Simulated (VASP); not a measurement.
# Al3Cu2 (P-3m1) in VASP: further runs

Runs on Al3Cu2. Level: PBEsol. Tasks: single point.

All numbers are computed with VASP 6.6.1; they aren't measurements. Logs are shortened: lines on timing, memory, paths and dates and some standing lists are left out, and cuts for length are marked.

### 1 The cell of the first run

It takes space group P-3m1 (No. 164, trigonal). Conventional cell: a = 4.092 Å, b = 4.092 Å, c = 4.993 Å, α = 90.00°, β = 90.00°, γ = 120.00°. Within 3.3 Å of Al (site symmetry -3m) lie 6 Cu at 2.49 Å and 6 Al at 2.94 Å. Within 3.2 Å of Al (site symmetry 3m) lie 5 Cu at 2.44 to 2.55 Å and 6 Al at 2.80 to 2.94 Å. Cu (site symmetry 3m) has 8 Al at 2.44 to 2.55 Å and 3 Cu at 2.85 Å within 3.2 Å.

### 2 Single point, PBEsol

Input file INCAR:

```
SYSTEM = Al3Cu2
  PREC = Accurate
  ENCUT = 520
  EDIFF = 1E-6
  ISMEAR = -1
  SIGMA = 0.3
  LREAL = .FALSE.
  LASPH = .TRUE.
  NELM = 80
  ALGO = Fast
  ISIF = 2
  LWAVE = .FALSE.
  LCHARG = .FALSE.
  GGA = PS
  NBANDS = 24
```

Input file KPOINTS:

```
Automatic mesh
0
G
  12 12 8
  0 0 0
```

Input file POSCAR:

```
Al3Cu2
1.0
    4.0919516368      0.0000000000      0.0000000000
   -2.0459758184      3.5437340685      0.0000000000
    0.0000000000      0.0000000000      4.9927787000
Al Cu
3 2
Direct
    0.0000000000      0.0000000000      0.0000000000
    0.3333333333      0.6666666667      0.3499253500
    0.6666666667      0.3333333333      0.6500746500
    0.3333333333      0.6666666667      0.8395121300
    0.6666666667      0.3333333333      0.1604878700
```

Potentials or basis: VASP PAW PBE potentials, release 64 (Al, Cu).

The run is started by

```
$ cat potpaw_PBE.64/Al/POTCAR potpaw_PBE.64/Cu/POTCAR > POTCAR
$ mpirun -np 1 vasp_std > vasp.out
```

OUTCAR:

```text
SYSTEM = Al3Cu2
   PREC = Accurate
   ENCUT = 520
   EDIFF = 1E-6
   ISMEAR = -1
   LREAL = .FALSE.
   LASPH = .TRUE.
   NELM = 80
   ISIF = 2
   GGA = PS

 ion  position               nearest neighbor table
   1  0.000  0.000  0.000-   4 2.49   5 2.49   4 2.49   5 2.49   5 2.49   4 2.49   2 2.94   3 2.94
                             2 2.94   3 2.94   2 2.94   3 2.94
   2  0.333  0.667  0.350-   4 2.44   5 2.54   5 2.54   5 2.54   4 2.55   3 2.80   3 2.80   3 2.80
                             1 2.94   1 2.94   1 2.94
   3  0.667  0.333  0.650-   5 2.44   4 2.54   4 2.54   4 2.54   5 2.55   2 2.80   2 2.80   2 2.80
                             1 2.94   1 2.94   1 2.94
   4  0.333  0.667  0.840-   2 2.44   1 2.49   1 2.49   1 2.49   3 2.54   3 2.54   3 2.54   2 2.55

   5  0.667  0.333  0.160-   3 2.44   1 2.49   1 2.49   1 2.49   2 2.54   2 2.54   2 2.54   3 2.55

  LATTYP: Found a hexagonal cell.
 ALAT       =     4.0919516368
 C/A-ratio  =     1.2201460680

  Lattice vectors:

 A1 = (   4.0919516368,   0.0000000000,   0.0000000000)
 A2 = (  -2.0459758184,   3.5437340685,   0.0000000000)
 A3 = (   0.0000000000,   0.0000000000,   4.9927787000)

Analysis of symmetry for initial positions (statically):
=====================================================================
 Subroutine PRICEL returns:
 Original cell was already a primitive cell.

 Routine SETGRP: Setting up the symmetry group for a
 hexagonal supercell.

 Subroutine GETGRP returns: Found 12 space group operations
 (whereof 12 operations were pure point group operations)
 out of a pool of 24 trial point group operations.

The static configuration has the point symmetry D_3d.

Analysis of symmetry for dynamics (positions and initial velocities):
=====================================================================
 Subroutine PRICEL returns:
 Original cell was already a primitive cell.

 Routine SETGRP: Setting up the symmetry group for a
 hexagonal supercell.

 Subroutine GETGRP returns: Found 12 space group operations
 (whereof 12 operations were pure point group operations)
 out of a pool of 24 trial point group operations.

The dynamic configuration has the point symmetry D_3d.

 Subroutine INISYM returns: Found 12 space group operations
 (whereof 12 operations are pure point group operations),
 and found     1 'primitive' translations

----------------------------------------------------------------------------------------

                                     Primitive cell

  volume of cell :      72.3992

  direct lattice vectors                    reciprocal lattice vectors
     4.091951637  0.000000000  0.000000000     0.244382165  0.141094109  0.000000000
    -2.045975818  3.543734069  0.000000000     0.000000000  0.282188217  0.000000000
     0.000000000  0.000000000  4.992778700     0.000000000  0.000000000  0.200289270

  length of vectors
     4.091951637  4.091951637  4.992778700     0.282188217  0.282188217  0.200289270

  position of ions in fractional coordinates (direct lattice)
     0.000000000  0.000000000  0.000000000
     0.333333333  0.666666667  0.349925350
     0.666666667  0.333333333  0.650074650
     0.333333333  0.666666667  0.839512130
     0.666666667  0.333333333  0.160487870

  ion indices of the primitive-cell ions
   primitive index   ion index
                 1           1
                 2           2
                 3           3
                 4           4
                 5           5

----------------------------------------------------------------------------------------

 KPOINTS: Automatic mesh

Automatic generation of k-mesh.
 Grid dimensions read from file:
 generate k-points for:   12   12    8

 Generating k-lattice:

  Cartesian coordinates                     Fractional coordinates (reciprocal lattice)
     0.020365180  0.011757842  0.000000000     0.083333333  0.000000000  0.000000000
     0.000000000  0.023515685  0.000000000     0.000000000  0.083333333  0.000000000
     0.000000000  0.000000000  0.025036159     0.000000000  0.000000000  0.125000000

  Length of vectors
     0.023515685  0.023515685  0.025036159

  Shift w.r.t. Gamma in fractional coordinates (k-lattice)
     0.000000000  0.000000000  0.000000000

 Subroutine IBZKPT returns following result:
 ===========================================

 Found    131 irreducible k-points:

 Following reciprocal coordinates:
            Coordinates               Weight
  0.000000  0.000000  0.000000      1.000000
  0.083333  0.000000  0.000000      6.000000
  0.166667  0.000000  0.000000      6.000000
  0.250000  0.000000  0.000000      6.000000
  0.333333  0.000000  0.000000      6.000000
  0.416667  0.000000  0.000000      6.000000
[... 16 lines left out ...]
  0.166667  0.000000  0.125000      6.000000
  0.000000  0.166667  0.125000      6.000000
 [... further k-points ...]
   k-points           NKPTS =    131   k-points in BZ     NKDIM =    131   number of bands    NBANDS=     24
   number of dos      NEDOS =    301   number of ions     NIONS =      5
   total plane-waves  NPLWV =  36000
   dimension x,y,z NGX =    30 NGY =   30 NGZ =   40
   dimension x,y,z NGXF=    60 NGYF=   60 NGZF=   80
   ions per type =               3   2
   NGX,Y,Z   is equivalent  to a cutoff of  12.19, 12.19, 13.32 a.u.
   NGXF,Y,Z  is equivalent  to a cutoff of  24.38, 24.38, 26.64 a.u.
 SYSTEM =  Al3Cu2
   PREC   = accura    normal or accurate (medium, high low for compatibility)
   ISTART =      0    job   : 0-new  1-cont  2-samecut
   ICHARG =      2    charge: 1-file 2-atom 10-const
   ISPIN  =      1    spin polarized calculation?
   LNONCOLLINEAR =      F non collinear calculations
   LSORBIT =      F    spin-orbit coupling
   LASPH  =      T    aspherical Exc in radial PAW
   ENCUT  =  520.0 eV  38.22 Ry    6.18 a.u.   7.61  7.61  9.28*2*pi/ulx,y,z
   NELM   =     80;   NELMIN=  2; NELMDL= -5     # of ELM steps
   EDIFF  = 0.1E-05   stopping-criterion for ELM
   LREAL  =      F    real-space projection
   EDIFFG = 0.1E-04   stopping-criterion for IOM
   NSW    =      0    number of steps for IOM
   IBRION =     -1    ionic relax: 0-MD 1-quasi-New 2-CG
   NFREE  =      0    steps in history (QN), initial steepest desc. (CG)
   ISIF   =      2    stress and relaxation
   ISYM   =      2    0-nonsym 1-usesym 2-fastsym
   POTIM  = 0.5000    time-step for ionic-motion
   TEBEG  =    0.0;   TEEND  =   0.0 temperature during run
   PSTRESS=    0.0 pullay stress
   NELECT =      31.0000    total number of electrons
   NUPDOWN=      -1.0000    fix difference up-down
   EMIN   =  10.00;   EMAX   =-10.00  energy-range for DOS
   EFERMI =   0.00;   METHOD = LEGACY
   ISMEAR =    -1;   SIGMA  =   0.30  broadening in eV -4-tet -1-fermi 0-gaus
   EFERMI_NEDOS =   21; number of points for ismear=-14 and -15
   IALGO  =     68    algorithm
   IMIX   =      4    mixing-type and parameters
     AMIX     =   0.40;   BMIX     =  1.00
     AMIX_MAG =   1.60;   BMIX_MAG =  1.00
  volume/ion in A,a.u.               =      14.48        97.71
  Fermi-wavevector in a.u.,A,eV,Ry     =   1.233912  2.331755 20.715388  1.522538
  Thomas-Fermi vector in A             =   2.368623
   LORBIT       =      0    0 simple, 1 ext, 2 COOP (PROOUT), +10 PAW based schemes
   GGA     = PS    functional components
   LHFCALC =     F    Hartree Fock is set to
   AEXX    =    0.0000 exact exchange contribution
   IVDW    =     0    specifies the selected vdW correction
   LEPSILON=     F    determine dielectric tensor
   LRPA    =     F    only Hartree local field effects (RPA)
 non-spin polarized calculation
 RMM-DIIS sequential band-by-band and
  energy-cutoff  :      520.00
  volume of cell :       72.40
 maximum number of plane-waves:      2010
   NGX = 15   NGY = 15   NGZ = 19

 number of electron      30.9999996 magnetization

 Free energy of the ion-electron system (eV)
  ---------------------------------------------------
  ext. energy  EPLUGINS =         0.00000000
  ---------------------------------------------------
  free energy    TOTEN  =       -21.90860840 eV

  energy without entropy =      -21.50581238  energy(sigma->0) =      -21.70721039

 E-fermi :   8.2470     XC(G=0): -11.0715

 val. band max:        8.2451950898   @ k =   0.5000   0.0000   0.0000
 cond. band min:       8.2486385118   @ k =   0.0000   0.0000   0.1250
 fundamental gap:      0.0034434220
 Fermi energy:         8.2469545643

 k-point     1 :       0.0000    0.0000    0.0000
  band No.  band energies     occupation
      1      -2.9585      2.00000
      2       1.8621      2.00000
      3       2.4091      2.00000
      4       2.9534      2.00000
      5       2.9534      2.00000
      6       3.3089      2.00000
[... 16 lines left out ...]
     23      14.1575      0.00000
     24      14.1576      0.00000

 k-point     2 :       0.0833    0.0000    0.0000
  band No.  band energies     occupation
      1      -2.8758      2.00000
      2       1.9051      2.00000
      3       2.4026      2.00000
      4       2.9722      2.00000
      5       2.9786      2.00000
      6       3.2916      2.00000
[... 16 lines left out ...]
     23      13.8903      0.00000
     24      13.9152      0.00000

 k-point     3 :       0.1667    0.0000    0.0000
  band No.  band energies     occupation
      1      -2.6288      2.00000
      2       2.0175      2.00000
      3       2.3635      2.00000
      4       3.0154      2.00000
      5       3.0514      2.00000
      6       3.2458      2.00000
[... 16 lines left out ...]
     23      13.5295      0.00000
     24      13.8769      0.00000

 k-point     4 :       0.2500    0.0000    0.0000
  band No.  band energies     occupation
      1      -2.2213      2.00000
      2       2.1235      2.00000
      3       2.2266      2.00000
      4       2.9801      2.00000
      5       3.1600      2.00000
      6       3.2484      2.00000
[... 16 lines left out ...]
     23      13.5708      0.00000
     24      13.9921      0.00000

 k-point     5 :       0.3333    0.0000    0.0000
  band No.  band energies     occupation
      1      -1.6617      2.00000
      2       1.6823      2.00000
      3       2.2172      2.00000
      4       2.9384      2.00000
      5       3.2689      2.00000
      6       3.3064      2.00000
[... 16 lines left out ...]
     23      14.3271      0.00000
     24      15.1060      0.00000

 k-point     6 :       0.4167    0.0000    0.0000
  band No.  band energies     occupation
      1      -0.9715      2.00000
      2       0.8574      2.00000
      3       2.2111      2.00000
      4       3.0083      2.00000
      5       3.3240      2.00000
      6       3.3258      2.00000
[... 16 lines left out ...]
     23      15.6637      0.00000
     24      16.6025      0.00000
[... 379 lines left out ...]
 k-point    21 :       0.0833    0.0000    0.1250
  band No.  band energies     occupation
      1      -2.7873      2.00000
      2       1.3562      2.00000
      3       2.5979      2.00000
      4       2.9561      2.00000
      5       2.9644      2.00000
      6       3.2953      2.00000
[... 16 lines left out ...]
     23      13.9542      0.00000
     24      14.2107      0.00000

 k-point    22 :       0.0000    0.0833    0.1250
  band No.  band energies     occupation
      1      -2.7873      2.00000
      2       1.3549      2.00000
      3       2.5973      2.00000
      4       2.9575      2.00000
      5       2.9655      2.00000
      6       3.2822      2.00000
[... 16 lines left out ...]
     23      13.7962      0.00000
     24      14.0206      0.00000

 k-point    23 :       0.1667    0.0000    0.1250
  band No.  band energies     occupation
      1      -2.5407      2.00000
      2       1.5260      2.00000
      3       2.5261      2.00000
      4       2.9444      2.00000
      5       3.0382      2.00000
      6       3.2914      2.00000
[... 16 lines left out ...]
     23      13.8426      0.00000
     24      14.4720      0.00000

 k-point    24 :       0.0000    0.1667    0.1250
  band No.  band energies     occupation
      1      -2.5403      2.00000
      2       1.5147      2.00000
      3       2.5055      2.00000
      4       3.0046      2.00000
      5       3.0355      2.00000
      6       3.2396      2.00000
[... 16 lines left out ...]
     23      13.8641      0.00000
     24      14.2798      0.00000

 [... further k-points ...]
[... 5 lines left out ...]
  --------------------------------------------------------------------------------------
  -------------------------------------------------------------------------------------
  Total        0.7086224      0.7086224      0.6611747      0.0000000      0.0000000      0.0000000
  in kB       15.6816420     15.6816420     14.6316363      0.0000000      0.0000000      0.0000000
  external PRESSURE =      15.3316401 kB  Pullay stress =       0.0000000 kB

 VOLUME and BASIS-vectors are now :
 -----------------------------------------------------------------------------
  energy-cutoff  :      520.00
  volume of cell :       72.40
      direct lattice vectors                 reciprocal lattice vectors
     4.091951637  0.000000000  0.000000000     0.244382165  0.141094109  0.000000000
    -2.045975818  3.543734069  0.000000000     0.000000000  0.282188217  0.000000000
     0.000000000  0.000000000  4.992778700     0.000000000  0.000000000  0.200289270

 POSITION                                       TOTAL-FORCE (eV/Angst)
 -----------------------------------------------------------------------------------
      0.00000      0.00000      0.00000        -0.000000      0.000000      0.000000
     -0.00000      2.36249      1.74710         0.000000      0.000000      0.043773
      2.04598      1.18124      3.24568        -0.000000     -0.000000     -0.043773
     -0.00000      2.36249      4.19150         0.000000     -0.000000      0.104412
      2.04598      1.18124      0.80128        -0.000000      0.000000     -0.104412
 -----------------------------------------------------------------------------------
    total drift:                               -0.000000      0.000000      0.000000

  FREE ENERGIE OF THE ION-ELECTRON SYSTEM (eV)
  ---------------------------------------------------
  free  energy   TOTEN  =       -21.9086084039 eV

  energy  without entropy=      -21.5058123751  energy(sigma->0) =      -21.70721039
```

Wall time 3.2 min (1 thread of Intel Xeon 6975P-C (Granite Rapids), shared host); peak memory 0.32 GiB.

Results:

```
Free energy   : -21.9086 eV
Pressure      : 1.5 GPa
Largest force : 0.104 eV/Å
```

Forces in eV/Å, atoms in the order of the input:
```
Al   0.000  0.000  0.000
Al   0.000  0.000  0.044
Al   0.000  0.000 -0.044
Cu   0.000  0.000  0.104
Cu   0.000  0.000 -0.104
```

Stress tensor (GPa, compression positive):
```
1.57 0.00 0.00
0.00 1.57 0.00
0.00 0.00 1.46
```

Caveat: the PAW data sets were made with another functional, which shifts forces and pressure a little.

### 3 Single point, PBEsol

Input file INCAR:

```
  PREC = Accurate
  ENCUT = 520
  EDIFF = 1E-6
  ISMEAR = 0
  SIGMA = 0.1
  LREAL = F
  LASPH = T
  NELM = 80
  ALGO = Fast
  ISIF = 2
  LWAVE = F
  LCHARG = F
  GGA = PS
  NBANDS = 24
```

Input file KPOINTS:

```
Automatic mesh
0
Gamma
  12 12 10
```

POSCAR is that of step 2.

Potentials or basis: VASP PAW PBE potentials, release 64 (Al, Cu).

The run is started by

```
$ cat potpaw_PBE.64/Al/POTCAR potpaw_PBE.64/Cu/POTCAR > POTCAR
$ mpirun -np 1 vasp_std > vasp.out
```

It took 3.8 min on 1 thread of Intel Xeon 6975P-C (Granite Rapids), shared host; peak memory 0.36 GiB.

Results (log left out):

| Quantity | Value |
| --- | --- |
| Free energy | -21.7174 eV |
| Pressure | 0.5 GPa |
| Largest force | 0.063 eV/Å |

Forces on the atoms (eV/Å):
```
Al   0.000  0.000  0.000
Al   0.000  0.000  0.030
Al   0.000  0.000 -0.030
Cu   0.000  0.000  0.063
Cu   0.000  0.000 -0.063
```

Stress tensor (GPa, compression positive):
```
0.59 0.00 0.00
0.00 0.59 0.00
0.00 0.00 0.42
```

Levels at points of the mesh, in eV from the Fermi level:
```csv
k point,band 12,band 13,band 14,band 15,band 16,band 17,band 18,band 19
"(0.00, 0.00, 0.00)",-3.67,-3.61,-0.15,-0.15,1.37,1.37,2.57,2.93
"(0.50, 0.00, 0.00)",-4.07,-3.02,-2.97,-2.55,-0.77,-0.05,0.40,3.02
"(0.00, 0.00, 0.50)",-4.15,1.22,1.22,1.36,1.36,1.81,2.45,2.45
"(0.50, 0.00, 0.50)",-4.19,-4.11,-3.51,-1.73,-0.15,0.78,0.97,5.15
```

Caveat: the PAW data sets were made with another functional, which shifts forces and pressure a little.
